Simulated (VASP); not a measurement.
Set up this calculation in VASP 6.6.1, as the native input.

```
Task                   : single point
Functional             : PBEsol
Potentials or basis    : VASP PAW PBE potentials, release 64 (Ti_sv, Co)
Cutoff                 : 520 eV
k mesh                 : 10 × 10 × 10
Occupations            : gaussian, width 0.1 eV
Spin                   : no spin polarisation
Dipole correction      : no
Further INCAR settings : ALGO = Fast; EDIFF = 1e-06; NBANDS = 39
```

The structure of TiCo2 lies in POSCAR:

```
TiCo2
1.0
    0.0000000000      3.2766326151      3.2766326151
    3.2766326151      0.0000000000      3.2766326151
    3.2766326151      3.2766326151      0.0000000000
Ti Co
2 4
Direct
    0.5000000000      0.5000000000      0.5000000000
    0.7500000000      0.7500000000      0.7500000000
    0.1250000000      0.1250000000      0.1250000000
    0.6250000000      0.1250000000      0.1250000000
    0.1250000000      0.1250000000      0.6250000000
    0.1250000000      0.6250000000      0.1250000000
```

The input as run:

INCAR

```
ALGO     = Fast           # electronic algorithm
EDIFF    = 1E-6           # SCF threshold, eV
ENCUT    = 520            # plane-wave cutoff, eV
GGA      = PS             # functional
ISIF     = 2              # what is computed and relaxed
ISMEAR   = 0              # smearing method
LASPH    = True           # aspherical terms in the spheres
LCHARG   = True           # write CHGCAR
LELF     = True           # ELF
LREAL    = False          # projectors in reciprocal space
LVHAR    = True         
LWAVE    = False          # write WAVECAR
NBANDS   = 39             # bands
NELM     = 100            # most SCF steps
PREC     = Accurate       # precision mode
SIGMA    = 0.1            # smearing width, eV
```

KPOINTS

```
k-points
0
Gamma
  10 10 10
```

Potentials or basis: VASP PAW PBE potentials, release 64 (Ti_sv, Co).

Run with:

```bash
$ cat potpaw_PBE.64/Ti_sv/POTCAR potpaw_PBE.64/Co/POTCAR > POTCAR
$ mpirun -np 1 vasp_std > vasp.out
```

Results of the run:

```json
{"Pressure": "-0.7 GPa", "Band gap on the k mesh": "zero (band 30 reaches 10.85 eV, above the bottom of band 31 at 10.04 eV)"}
```

Caveat: the PAW data sets were made with another functional, which shifts forces and pressure a little.

It took 9 min on 1 thread of Intel(R) Xeon(R) Platinum 8375C CPU @ 2.90GHz (Ice Lake) (shared host), peak memory 0.27 GiB.
